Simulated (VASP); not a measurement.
# ZrB (I4mm) in VASP: further runs

ZrB is run at these levels: LDA; tasks: single point.

Program: VASP 6.6.1. These are calculated values, not measurements. Logs are shortened: lines on timing, memory, paths and dates and some standing lists are left out, and cuts for length are marked.

## 1. The cell of the first run

The structure is tetragonal, space group I4mm (No. 107). The conventional cell has a = 3.288 Å, b = 3.288 Å, c = 4.650 Å, α = 90.00°, β = 90.00°, γ = 90.00°. Zr (site symmetry 4mm) has 5 B at 1.83 to 2.38 Å within 2.4 Å. B (site symmetry 4mm) has 5 Zr at 1.83 to 2.38 Å within 2.4 Å.

## 2. Single point, LDA

INCAR reads:

```
SYSTEM = ZrB
  PREC = Accurate
  ENCUT = 500
  EDIFF = 1E-6
  ISMEAR = 0
  SIGMA = 0.15
  LREAL = .False.
  LASPH = .True.
  NELM = 120
  ALGO = Normal
  ISIF = 2
  LWAVE = .False.
  LCHARG = .False.
  NBANDS = 14
  GGA_COMPAT = .False.
```

KPOINTS reads:

```
Automatic mesh
0
Gamma
  18 18 18
  0 0 0
```

POSCAR reads:

```
ZrB
1.0
    0.0000000000      2.3250000000      2.3250000000
    2.3250000000      0.0000000000      2.3250000000
    2.3250000000      2.3250000000      0.0000000000
Zr B
1 1
Direct
    0.0000000000      0.0000000000      0.0000000000
    0.6075268817      0.6075268817      0.3924731183
```

Potentials or basis: VASP PAW LDA potentials, release 64 (Zr_sv, B).

Command:

```
> cat potpaw_LDA.64/Zr_sv/POTCAR potpaw_LDA.64/B/POTCAR > POTCAR
> mpirun -np 1 vasp_std > vasp.out
```

OUTCAR:

```text
SYSTEM = ZrB
   PREC = Accurate
   ENCUT = 500
   EDIFF = 1E-6
   ISMEAR = 0
   LREAL = .False.
   LASPH = .True.
   NELM = 120
   ISIF = 2

 ion  position               nearest neighbor table
   1  0.000  0.000  0.000-   2 1.83   2 2.38   2 2.38   2 2.38   2 2.38   2 2.82
   2  0.608  0.608  0.392-   1 1.83   1 2.38   1 2.38   1 2.38   1 2.38   1 2.82

  LATTYP: Found a face centered cubic cell.
 ALAT       =     4.6500000000

  Lattice vectors:

 A1 = (   0.0000000000,   2.3250000000,   2.3250000000)
 A2 = (   2.3250000000,   0.0000000000,   2.3250000000)
 A3 = (   2.3250000000,   2.3250000000,   0.0000000000)

Analysis of symmetry for initial positions (statically):
=====================================================================
 Subroutine PRICEL returns:
 Original cell was already a primitive cell.

 Routine SETGRP: Setting up the symmetry group for a
 face centered cubic supercell.

 Subroutine GETGRP returns: Found  8 space group operations
 (whereof  8 operations were pure point group operations)
 out of a pool of 48 trial point group operations.

The static configuration has the point symmetry C_4v.

Analysis of symmetry for dynamics (positions and initial velocities):
=====================================================================
 Subroutine PRICEL returns:
 Original cell was already a primitive cell.

 Routine SETGRP: Setting up the symmetry group for a
 face centered cubic supercell.

 Subroutine GETGRP returns: Found  8 space group operations
 (whereof  8 operations were pure point group operations)
 out of a pool of 48 trial point group operations.

The dynamic configuration has the point symmetry C_4v.

 Subroutine INISYM returns: Found  8 space group operations
 (whereof  8 operations are pure point group operations),
 and found     1 'primitive' translations

----------------------------------------------------------------------------------------

                                     Primitive cell

  volume of cell :      25.1362

  direct lattice vectors                    reciprocal lattice vectors
     0.000000000  2.325000000  2.325000000    -0.215053763  0.215053763  0.215053763
     2.325000000  0.000000000  2.325000000     0.215053763 -0.215053763  0.215053763
     2.325000000  2.325000000  0.000000000     0.215053763  0.215053763 -0.215053763

  length of vectors
     3.288046533  3.288046533  3.288046533     0.372484045  0.372484045  0.372484045

  position of ions in fractional coordinates (direct lattice)
     0.000000000  0.000000000  0.000000000
     0.607526882  0.607526882  0.392473118

  ion indices of the primitive-cell ions
   primitive index   ion index
                 1           1
                 2           2

----------------------------------------------------------------------------------------

 KPOINTS: Automatic mesh

Automatic generation of k-mesh.
 Grid dimensions read from file:
 generate k-points for:   18   18   18

 Generating k-lattice:

  Cartesian coordinates                     Fractional coordinates (reciprocal lattice)
    -0.011947431  0.011947431  0.011947431     0.055555556  0.000000000  0.000000000
     0.011947431 -0.011947431  0.011947431     0.000000000  0.055555556  0.000000000
     0.011947431  0.011947431 -0.011947431     0.000000000  0.000000000  0.055555556

  Length of vectors
     0.020693558  0.020693558  0.020693558

  Shift w.r.t. Gamma in fractional coordinates (k-lattice)
     0.000000000  0.000000000  0.000000000

 Subroutine IBZKPT returns following result:
 ===========================================

 Found    480 irreducible k-points:

 Following reciprocal coordinates:
            Coordinates               Weight
  0.000000  0.000000  0.000000      1.000000
  0.055556  0.000000  0.000000      8.000000
  0.111111  0.000000  0.000000      8.000000
  0.166667  0.000000  0.000000      8.000000
  0.222222  0.000000  0.000000      8.000000
  0.277778  0.000000  0.000000      8.000000
[... 16 lines left out ...]
  0.388889  0.055556  0.000000      8.000000
  0.000000  0.388889  0.055556     16.000000
 [... further k-points ...]
   k-points           NKPTS =    480   k-points in BZ     NKDIM =    480   number of bands    NBANDS=     14
   number of dos      NEDOS =    301   number of ions     NIONS =      2
   total plane-waves  NPLWV =  13824
   dimension x,y,z NGX =    24 NGY =   24 NGZ =   24
   dimension x,y,z NGXF=    48 NGYF=   48 NGZF=   48
   ions per type =               1   1
   NGX,Y,Z   is equivalent  to a cutoff of  12.13, 12.13, 12.13 a.u.
   NGXF,Y,Z  is equivalent  to a cutoff of  24.27, 24.27, 24.27 a.u.
 SYSTEM =  ZrB
   PREC   = accura    normal or accurate (medium, high low for compatibility)
   ISTART =      0    job   : 0-new  1-cont  2-samecut
   ICHARG =      2    charge: 1-file 2-atom 10-const
   ISPIN  =      1    spin polarized calculation?
   LNONCOLLINEAR =      F non collinear calculations
   LSORBIT =      F    spin-orbit coupling
   LASPH  =      T    aspherical Exc in radial PAW
   ENCUT  =  500.0 eV  36.75 Ry    6.06 a.u.   5.99  5.99  5.99*2*pi/ulx,y,z
   NELM   =    120;   NELMIN=  2; NELMDL= -5     # of ELM steps
   EDIFF  = 0.1E-05   stopping-criterion for ELM
   LREAL  =      F    real-space projection
   EDIFFG = 0.1E-04   stopping-criterion for IOM
   NSW    =      0    number of steps for IOM
   IBRION =     -1    ionic relax: 0-MD 1-quasi-New 2-CG
   NFREE  =      0    steps in history (QN), initial steepest desc. (CG)
   ISIF   =      2    stress and relaxation
   ISYM   =      2    0-nonsym 1-usesym 2-fastsym
   POTIM  = 0.5000    time-step for ionic-motion
   TEBEG  =    0.0;   TEEND  =   0.0 temperature during run
   PSTRESS=    0.0 pullay stress
   NELECT =      15.0000    total number of electrons
   NUPDOWN=      -1.0000    fix difference up-down
   EMIN   =  10.00;   EMAX   =-10.00  energy-range for DOS
   EFERMI =   0.00;   METHOD = LEGACY
   ISMEAR =     0;   SIGMA  =   0.15  broadening in eV -4-tet -1-fermi 0-gaus
   EFERMI_NEDOS =   21; number of points for ismear=-14 and -15
   IALGO  =     38    algorithm
   IMIX   =      4    mixing-type and parameters
     AMIX     =   0.40;   BMIX     =  1.00
     AMIX_MAG =   1.60;   BMIX_MAG =  1.00
  volume/ion in A,a.u.               =      12.57        84.81
  Fermi-wavevector in a.u.,A,eV,Ry     =   1.378285  2.604581 25.846565  1.899669
  Thomas-Fermi vector in A             =   2.503360
   LORBIT       =      0    0 simple, 1 ext, 2 COOP (PROOUT), +10 PAW based schemes
   GGA     = CA    functional components
   LHFCALC =     F    Hartree Fock is set to
   AEXX    =    0.0000 exact exchange contribution
   IVDW    =     0    specifies the selected vdW correction
   LEPSILON=     F    determine dielectric tensor
   LRPA    =     F    only Hartree local field effects (RPA)
 non-spin polarized calculation
 Gauss-broadening in eV      SIGMA  =   0.15
  energy-cutoff  :      500.00
  volume of cell :       25.14
 maximum number of plane-waves:       650
   NGX = 11   NGY = 11   NGZ = 11

 number of electron      15.0000000 magnetization

 Free energy of the ion-electron system (eV)
  ---------------------------------------------------
  ext. energy  EPLUGINS =         0.00000000
  ---------------------------------------------------
  free energy    TOTEN  =       -15.60513833 eV

  energy without entropy =      -15.59389175  energy(sigma->0) =      -15.59951504

 E-fermi :   9.0530     XC(G=0): -12.3109

 val. band max:        9.0497583106   @ k =  -0.3889   0.3333   0.1667
 cond. band min:       9.0539762566   @ k =   0.0556  -0.1111   0.1667
 fundamental gap:      0.0042179459
 Fermi energy:         9.0529639962

 k-point     1 :       0.0000    0.0000    0.0000
  band No.  band energies     occupation
      1     -37.7268      2.00000
      2     -15.9886      2.00000
      3     -15.5137      2.00000
      4     -15.5137      2.00000
      5       0.9467      2.00000
      6       8.7471      1.99607
      7       8.7471      1.99607
      8       9.5972      0.00000
      9      10.8980      0.00000
     10      12.6913      0.00000
     11      15.2784      0.00000
     12      15.2784      0.00000
     13      17.4425      0.00000
     14      19.5866      0.00000

 k-point     2 :       0.0556    0.0000    0.0000
  band No.  band energies     occupation
      1     -37.7231      2.00000
      2     -16.0021      2.00000
      3     -15.5354      2.00000
      4     -15.5174      2.00000
      5       1.0323      2.00000
      6       8.6284      1.99994
      7       8.7496      1.99577
      8       9.6111      0.00000
      9      10.9001      0.00000
     10      12.5081      0.00000
     11      15.0660      0.00000
     12      15.6181      0.00000
     13      17.7709      0.00000
     14      19.8017      0.00000

 k-point     3 :       0.1111    0.0000    0.0000
  band No.  band energies     occupation
      1     -37.7125      2.00000
      2     -16.0450      2.00000
      3     -15.5928      2.00000
      4     -15.5278      2.00000
      5       1.2814      2.00000
      6       8.3253      2.00000
      7       8.7337      1.99739
      8       9.5875      0.00000
      9      10.9451      0.00000
     10      12.1974      0.00000
     11      14.6917      0.00000
     12      16.4122      0.00000
     13      18.4918      0.00000
     14      20.4085      0.00000

 k-point     4 :       0.1667    0.0000    0.0000
  band No.  band energies     occupation
      1     -37.6961      2.00000
      2     -16.1229      2.00000
      3     -15.6658      2.00000
      4     -15.5438      2.00000
      5       1.6722      2.00000
      6       7.9256      2.00000
      7       8.6456      1.99988
      8       9.4194      0.00055
      9      11.1284      0.00000
     10      12.0497      0.00000
     11      14.4072      0.00000
     12      17.3907      0.00000
     13      19.3529      0.00000
     14      21.2149      0.00000

 k-point     5 :       0.2222    0.0000    0.0000
  band No.  band energies     occupation
      1     -37.6760      2.00000
      2     -16.2360      2.00000
      3     -15.7334      2.00000
      4     -15.5632      2.00000
      5       2.1704      2.00000
      6       7.4929      2.00000
      7       8.4568      2.00000
      8       9.1055      0.62026
      9      11.4872      0.00000
     10      12.1809      0.00000
     11      14.2856      0.00000
[... 276 lines left out ...]
 k-point    22 :       0.0000    0.3333    0.0556
  band No.  band energies     occupation
      1     -37.6384      2.00000
      2     -16.4446      2.00000
      3     -15.8436      2.00000
      4     -15.6042      2.00000
      5       3.1582      2.00000
      6       6.7317      2.00000
      7       7.9290      2.00000
      8       8.6847      1.99948
      9      12.2142      0.00000
     10      12.9311      0.00000
     11      14.6217      0.00000
     12      19.7800      0.00000
     13      20.1708      0.00000
     14      21.8981      0.00000

 k-point    23 :       0.3889    0.0556    0.0000
  band No.  band energies     occupation
      1     -37.6202      2.00000
      2     -16.6002      2.00000
      3     -15.8290      2.00000
      4     -15.6328      2.00000
      5       3.7454      2.00000
      6       6.3776      2.00000
      7       7.9177      2.00000
      8       8.0372      2.00000
      9      12.7664      0.00000
     10      13.9798      0.00000
     11      15.1476      0.00000
     12      18.5100      0.00000
     13      19.2640      0.00000
     14      23.1044      0.00000

 k-point    24 :       0.0000    0.3889    0.0556
  band No.  band energies     occupation
      1     -37.6205      2.00000
      2     -16.5664      2.00000
      3     -15.8685      2.00000
      4     -15.6235      2.00000
      5       3.7119      2.00000
      6       6.3511      2.00000
      7       7.7234      2.00000
      8       8.3591      2.00000
      9      12.7548      0.00000
     10      13.5885      0.00000
     11      14.9978      0.00000
     12      19.0586      0.00000
     13      20.0530      0.00000
     14      22.0904      0.00000

 [... further k-points ...]

------------------------ aborting loop because EDIFF is reached ----------------------------------------

  FORCE on cell =-STRESS in cart. coord.  units (eV):
  Direction    XX          YY          ZZ          XY          YZ          ZX
  --------------------------------------------------------------------------------------
  -------------------------------------------------------------------------------------
  Total        3.1321407      3.1321407     12.6804444      0.0000000     -0.0000000      0.0000000
  in kB      199.6424926    199.6424926    808.2508835      0.0000000     -0.0000000      0.0000000
  external PRESSURE =     402.5119562 kB  Pullay stress =       0.0000000 kB

 VOLUME and BASIS-vectors are now :
 -----------------------------------------------------------------------------
  energy-cutoff  :      500.00
  volume of cell :       25.14
      direct lattice vectors                 reciprocal lattice vectors
     0.000000000  2.325000000  2.325000000    -0.215053763  0.215053763  0.215053763
     2.325000000  0.000000000  2.325000000     0.215053763 -0.215053763  0.215053763
     2.325000000  2.325000000  0.000000000     0.215053763  0.215053763 -0.215053763

 POSITION                                       TOTAL-FORCE (eV/Angst)
 -----------------------------------------------------------------------------------
      0.00000      0.00000      0.00000         0.000000      0.000000      8.263687
      2.32500      2.32500      2.82500         0.000000      0.000000     -8.263687
 -----------------------------------------------------------------------------------
    total drift:                               -0.000001     -0.000001      0.000063

  FREE ENERGIE OF THE ION-ELECTRON SYSTEM (eV)
  ---------------------------------------------------
  free  energy   TOTEN  =       -15.6051383346 eV

  energy  without entropy=      -15.5938917459  energy(sigma->0) =      -15.59951504
```

Wall time 1.7 min (1 thread of AMD EPYC 7R13 (Zen 3), shared host); peak memory 0.23 GiB.

Results:

- Free energy: -15.6051 eV
- Pressure: 40.3 GPa
- Largest force: 8.264 eV/Å
- Band gap on the k mesh: zero (an odd number of electrons rules out a gap without spin polarisation)

Forces on the atoms (eV/Å):
```
Zr   0.000  0.000  8.264
B    0.000  0.000 -8.264
```

Caveat: the cell differs from its parent crystal (all B atoms moved -0.500 Å, as atom 2 towards its neighbour atom 1 (Zr) at 2.325 Å); the cell stands under pressure; forces of over 1 eV/Å act on the atoms, so gaps and moduli don't describe the material at rest.

## 3. Single point, LDA

INCAR reads:

```
PREC = Accurate
ENCUT = 500
EDIFF = 1E-6
ISMEAR = 0
SIGMA = 0.15
LREAL = F
LASPH = T
NELM = 120
ALGO = Normal
ISIF = 2
LWAVE = F
LCHARG = F
GGA = CA
NBANDS = 14
GGA_COMPAT = F
```

KPOINTS reads:

```
Automatic mesh
0
Gamma
  18 18 18
```

Changes to POSCAR since step 2:

```diff
@@ -9,2 +9,2 @@
     0.0000000000      0.0000000000      0.0000000000
-    0.6075268817      0.6075268817      0.3924731183
+    0.4193548387      0.4193548387      0.5806451613
```

Potentials or basis: VASP PAW LDA potentials, release 64 (Zr_sv, B).

Command:

```
> cat potpaw_LDA.64/Zr_sv/POTCAR potpaw_LDA.64/B/POTCAR > POTCAR
> mpirun -np 1 vasp_std > vasp.out
```

Run time: 1.7 min. Hardware: 1 thread of AMD EPYC 7R13 (Zen 3), shared host; peak memory 0.23 GiB.

It converged, with:

| Property | Result |
| --- | --- |
| Free energy | -16.4384 eV |
| Pressure | 34.0 GPa |
| Largest force | 5.279 eV/Å |
| Band gap on the k mesh | zero (an odd number of electrons rules out a gap without spin polarisation) |

Forces in eV/Å, atoms in the order of the input:
```
Zr   0.000  0.000 -5.279
B    0.000  0.000  5.279
```

Stress tensor (GPa, compression positive):
```
22.10  0.00  0.00
 0.00 22.10  0.00
 0.00  0.00 57.67
```

Levels at points of the mesh, in eV from the Fermi level:
| k point | band 5 | band 6 | band 7 | band 8 | band 9 | band 10 |
| --- | --- | --- | --- | --- | --- | --- |
| (0.00, 0.00, 0.00) | -8.19 | 0.36 | 0.36 | 1.11 | 1.84 | 3.64 |
| (0.50, 0.00, 0.00) | -4.48 | -3.33 | -1.47 | -1.29 | 5.17 | 5.63 |
| (0.50, 0.50, 0.00) | -6.25 | -1.27 | 0.16 | 2.43 | 2.43 | 5.50 |
| (0.00, 0.50, 0.50) | -6.27 | -2.32 | -0.39 | 2.01 | 3.82 | 6.27 |

Caveat: the cell differs from its parent crystal (all B atoms moved +0.375 Å, as atom 2 towards its neighbour atom 1 (Zr) at 2.325 Å); the cell stands under pressure; forces of over 1 eV/Å act on the atoms, so gaps and moduli don't describe the material at rest.

## 4. Single point, LDA

Changes to INCAR since step 3:

```diff
@@ -12,3 +12,2 @@
 LCHARG = F
-GGA = CA
 NBANDS = 14
```

KPOINTS is that of step 3.

Changes to POSCAR since step 3:

```diff
@@ -9,2 +9,2 @@
     0.0000000000      0.0000000000      0.0000000000
-    0.4193548387      0.4193548387      0.5806451613
+    0.5537634409      0.5537634409      0.4462365591
```

Command:

```
> cat potpaw_LDA.64/Zr_sv/POTCAR potpaw_LDA.64/B/POTCAR > POTCAR
> mpirun -np 1 vasp_std > vasp.out
```

It took 96 s on 1 thread of AMD EPYC 7R13 (Zen 3), shared host; peak memory 0.23 GiB.

Results (log left out):

```yaml
Free_energy: -16.9527 eV
Pressure: 29.5 GPa
Largest_force: 3.032 eV/Å
Band_gap_on_the_k_mesh: zero (an odd number of electrons rules out a gap without spin polarisation)
```

Forces in eV/Å, atoms in the order of the input:
```
Zr   0.000  0.000  3.032
B    0.000  0.000 -3.032
```

Stress tensor (GPa, compression positive):
```
23.82  0.00  0.00
 0.00 23.82  0.00
 0.00  0.00 40.78
```

Levels at points of the mesh, in eV from the Fermi level:
| k point | band 6 | band 7 | band 8 | band 9 | band 10 | band 11 |
| --- | --- | --- | --- | --- | --- | --- |
| (0.00, 0.00, 0.00) | 1.04 | 1.04 | 1.86 | 1.88 | 3.67 | 4.68 |
| (0.50, 0.00, 0.00) | -3.38 | -1.44 | -1.35 | 5.48 | 5.68 | 7.19 |
| (0.50, 0.50, 0.00) | -1.20 | -0.07 | 2.51 | 2.51 | 5.49 | 6.75 |
| (0.00, 0.50, 0.50) | -1.75 | -0.31 | 2.27 | 3.20 | 5.87 | 6.76 |

Caveat: the cell differs from its parent crystal (all B atoms moved -0.250 Å, as atom 2 towards its neighbour atom 1 (Zr) at 2.325 Å); the cell stands under pressure; forces of over 1 eV/Å act on the atoms, so gaps and moduli don't describe the material at rest.

## 5. Overview

```tsv
cell	gap on the mesh (eV)	pressure (GPa)	largest force (eV/Å)
as given, atomic positions A	none	40.3	8.26
as given, atomic positions B	none	34.0	5.28
as given, atomic positions C	none	29.5	3.03
```

Alike in all rows: task single point; level LDA; potentials or basis VASP PAW LDA potentials, release 64 (Zr_sv, B); no spin polarisation; k mesh 18 × 18 × 18; cutoff (eV) 500; smearing gaussian 0.15 eV.

Caveats: the cell stands under pressure; forces of over 1 eV/Å act on the atoms, so gaps and moduli don't describe the material at rest.

Total energies depend on the potentials used, so only differences within one code and one set of settings carry meaning.
